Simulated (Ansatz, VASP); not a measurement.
Al2B3N5 in VASP and in Ansatz

Contents of INCAR:

```
PREC = Accurate
ENCUT = 600
EDIFF = 1E-6
ISMEAR = 0
SIGMA = 0.02
LREAL = F
LASPH = T
NELM = 100
ALGO = Normal
ISIF = 3
LWAVE = F
LCHARG = F
GGA = PE
IBRION = 2
NSW = 100
EDIFFG = -0.01
```

File KPOINTS:

```
Automatic mesh
0
Gamma
  6 6 8
```

POSCAR

```
Al2B3N5
1.0
    6.6425264912     -2.2815011843      0.0000000000
    6.6425264912      2.2815011843      0.0000000000
   -0.7422422817      0.0000000000      3.2031885414
Al B N
2 3 5
Direct
    0.2034675294      0.3509323789      0.7742140613
    0.6490676211      0.7965324706      0.2257859387
    0.9909974434      0.1974179774      0.1005075027
    0.4095785005      0.5904214995      0.0000000000
    0.8025820226      0.0090025566      0.8994924973
    0.4882875963      0.3252630421      0.8967434729
    0.8145093732      0.7781343883      0.7923295829
    0.2218656117      0.1854906268      0.2076704171
    0.6747369579      0.5117124037      0.1032565271
    0.0781179664      0.9218820336      0.0000000000
```

Input for Ansatz:

```yaml
crystal:
  lattice:
    - [6.6425264912, -2.2815011843, 0.0]
    - [6.6425264912, 2.2815011843, 0.0]
    - [-0.7422422817, 0.0, 3.2031885414]
  atoms:
    - { symbol: Al, position: [0.2034675294, 0.3509323789, 0.7742140613] }
    - { symbol: Al, position: [0.6490676211, 0.7965324706, 0.2257859387] }
    - { symbol: B, position: [0.9909974434, 0.1974179774, 0.1005075027] }
    - { symbol: B, position: [0.4095785005, 0.5904214995, 0.0] }
    - { symbol: B, position: [0.8025820226, 0.0090025566, 0.8994924973] }
    - { symbol: "N", position: [0.4882875963, 0.3252630421, 0.8967434729] }
    - { symbol: "N", position: [0.8145093732, 0.7781343883, 0.7923295829] }
    - { symbol: "N", position: [0.2218656117, 0.1854906268, 0.2076704171] }
    - { symbol: "N", position: [0.6747369579, 0.5117124037, 0.1032565271] }
    - { symbol: "N", position: [0.0781179664, 0.9218820336, 0.0] }
basis:
  ecutwfc: 420
kpoints:
  mp_grid: { grid: [6, 6, 8] }
hamiltonian:
  xc: pbe
scf:
  occupations: { method: gaussian, width: 0.02 }
output:
  forces: true
  stress: true
  eigenvalues: true
relax:
  adjacent_minimum: "off"
  f_tol: 0.01
  max_steps: 80
  cell: { stress_tol: 0.05 }
```

Alike in both runs: task relaxation of cell and atoms; functional PBE; k mesh 6 × 6 × 8; occupations gaussian, width 0.02 eV; no spin polarisation.

|  | VASP | Ansatz |
| --- | --- | --- |
| version | VASP 6.6.1 | Ansatz 0.2.0 |
| potentials or method | VASP PAW PBE potentials, release 64 (Al, B, N), cutoff 600 eV | scalar-relativistic, plane waves, PAW |
| valence electrons in the cell | 40 | 40 |

Ansatz gave:

| Property | Result |
| --- | --- |
| gap on the k mesh at the Fermi level, each at its own relaxed structure (eV) | 2.56 |
| relaxed volume (Å³/atom) | 9.71 |
| relaxed length of the cell vector where the two differ most in proportion (Å) | 7.053 |

Problem. Which values does VASP return?

Solution. gap on the k mesh at the Fermi level, each at its own relaxed structure (eV): 2.53; relaxed volume (Å³/atom): 9.68; relaxed length of the cell vector where the two differ most in proportion (Å): 7.027.
